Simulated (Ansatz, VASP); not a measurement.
## One calculation of TaAl3N4, two programs

```
Ta Al N
1.0
     4.71405    0.00000    0.00000
     0.00000    4.71405    0.00000
     0.00000    0.00000    4.71405
Ta Al N
1 3 4
Direct
  0.50000 0.50000 0.50000
  0.00000 0.50000 0.00000
  0.00000 0.00000 0.50000
  0.50000 0.00000 0.00000
  0.50000 0.00000 0.50000
  0.00000 0.00000 0.00000
  0.50000 0.50000 0.00000
  0.00000 0.50000 0.50000
```

Alike in both runs: task single point; functional PBE; k mesh 4 × 4 × 4; occupations gaussian, width 0.1 eV; collinear spin.

|  | VASP | Ansatz |
| --- | --- | --- |
| version | VASP 6.6.1 | Ansatz 0.2.0 |
| potentials or method | VASP PAW PBE potentials, release 64 (Ta_pv, Al, N), cutoff 520 eV | scalar-relativistic, plane waves, PAW |
| valence electrons in the cell | 40 | 42 |

|  | VASP | Ansatz | Ansatz less VASP |
| --- | --- | --- | --- |
| gap on the k mesh at the Fermi level (eV) | none | none | - |
| net moment per atom (μB) | 0.16 | 0.16 | 0.000 |
| size of the moment on the site where the two differ most (μB) | 0.77 | 0.55 | -0.217 |

Site moments also hang on the region over which each program counts them. A gap of «none» marks a metal or a gap that the smearing closes. VASP's potentials hold 40 valence electrons a cell and Ansatz's 42, so a difference there can come from the potentials and not from the codes.

Spin-orbit coupling is off throughout.
